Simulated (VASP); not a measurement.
Set up this calculation in VASP 6.6.1, as the native input.

| Property | Result |
| --- | --- |
| Task | single point |
| Functional | PBE exchange alone |
| Potentials or basis | VASP PAW PBE potentials, release 64 (Zn, S) |
| Cutoff | 520 eV |
| k mesh | 8 × 8 × 2 |
| Occupations | fermi-dirac, width 0.05 eV |
| Spin | no spin polarisation |
| Dipole correction | no |
| Further INCAR settings | ALGO = Normal; EDIFF = 1e-06; NBANDS = 66 |

The structure of ZnS lies in POSCAR:

```
ZnS
1.0
    3.7864153365      0.0000000000      0.0000000000
   -1.8932076683      3.2791318707      0.0000000000
    0.0000000000      0.0000000000     18.5645500459
Zn S
6 6
Direct
    0.3333333333      0.6666666667      0.8333300000
    0.6666666667      0.3333333333      0.3333300000
    0.6666666667      0.3333333333      0.6666700000
    0.3333333333      0.6666666667      0.1666700000
    0.0000000000      0.0000000000      0.5000000000
    0.0000000000      0.0000000000      0.0000000000
    0.3333333333      0.6666666667      0.9583300000
    0.6666666667      0.3333333333      0.4583300000
    0.6666666667      0.3333333333      0.7916700000
    0.3333333333      0.6666666667      0.2916700000
    0.0000000000      0.0000000000      0.6250000000
    0.0000000000      0.0000000000      0.1250000000
```

The input as run:

INCAR

```
AGGAC = 0.0
ALDAC = 0.0
ALGO = Normal
EDIFF = 1E-6
ENCUT = 520
GGA = PE
ISIF = 2
ISMEAR = -1
LASPH = T
LCHARG = F
LREAL = F
LWAVE = F
NBANDS = 66
NELM = 100
PREC = Accurate
SIGMA = 0.05
```

KPOINTS

```
k-points
0
Gamma
  8 8 2
```

Potentials or basis: VASP PAW PBE potentials, release 64 (Zn, S).

Launch:

```sh
$ cat potpaw_PBE.64/Zn/POTCAR potpaw_PBE.64/S/POTCAR > POTCAR
$ mpirun -np 1 vasp_std > vasp.out
```

It gave:

```yaml
Pressure: 14.7 GPa
Largest_force: 0.049 eV/Å
Band_gap_on_the_k_mesh: 2.31 eV
```

Caveat: the cell stands under pressure.

It took 14 min on 1 thread of Intel Xeon 8259CL, on a shared host, peak memory 0.45 GiB.
